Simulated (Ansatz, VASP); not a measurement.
# One calculation of Nb, two programs

INCAR

```
ALGO     = Normal         # electronic algorithm
EDIFF    = 1E-7           # SCF threshold, eV
ENCUT    = 520            # plane-wave cutoff, eV
GGA      = PS             # functional
ISIF     = 2              # what is computed and relaxed
ISMEAR   = -1             # smearing method
ISPIN    = 2              # spin polarisation
LASPH    = T              # aspherical terms in the spheres
LCHARG   = T              # write CHGCAR
LELF     = T              # ELF
LMAXMIX  = 4              # l up to which the mixer works
LORBIT   = 11             # projections on sites
LREAL    = F              # projectors in reciprocal space
LVHAR    = T            
LWAVE    = F              # write WAVECAR
MAGMOM   = 1              # initial moments
NBANDS   = 16             # bands
NELM     = 150            # most SCF steps
PREC     = Accurate       # precision mode
SIGMA    = 0.05           # smearing width, eV
```

KPOINTS

```
k-points
0
Gamma
  22 22 22
```

Contents of POSCAR:

```
Nb
1.0
   -1.6768898634      1.6768898634      1.6768898634
    1.6768898634     -1.6768898634      1.6768898634
    1.6768898634      1.6768898634     -1.6768898634
Nb
1
Direct
    0.0000000000      0.0000000000      0.0000000000
```

Input for Ansatz:

```yaml
crystal:
  lattice:
    - [-1.6768898634, 1.6768898634, 1.6768898634]
    - [1.6768898634, -1.6768898634, 1.6768898634]
    - [1.6768898634, 1.6768898634, -1.6768898634]
  atoms:
    - { symbol: Nb, position: [0.0, 0.0, 0.0], spin: 1.0 }
hamiltonian:
  xc: pbesol
  pseudopotentials:
    kind: paw
    azcp:
      Nb: "pseudopotentials/Nb.paw.azcp"
basis:
  ecutwfc: 420
  fft_grid_basis: typed
kpoints:
  mp_grid: { grid: [22, 22, 22], shift: [0, 0, 0] }
magnetization:
  spin_polarized: true
scf:
  occupations: { method: fermi_dirac, width: 0.05 }
output:
  stress: true
```

Alike in both runs: task single point; functional PBEsol; k mesh 22 × 22 × 22; occupations fermi-dirac, width 0.05 eV; collinear spin.

```csv
,VASP,Ansatz
version,VASP 6.6.1,Ansatz 0.2.0
potentials or method,"VASP PAW PBE potentials, release 64 (Nb_sv), cutoff 520 eV","plane waves (420 eV) with PAW, scalar-relativistic"
valence electrons in the cell,13,13
```

|  | VASP | Ansatz | Ansatz less VASP |
| --- | --- | --- | --- |
| pressure (GPa) | -12.0 | -11.7 | +0.26 |
| net moment per atom (μB) | 0.00 | 0.00 | 0.000 |

VASP's potentials were made for PBE, not for PBEsol, and Ansatz warns of the same on its side. Ansatz's warnings: seeded moment not kept.
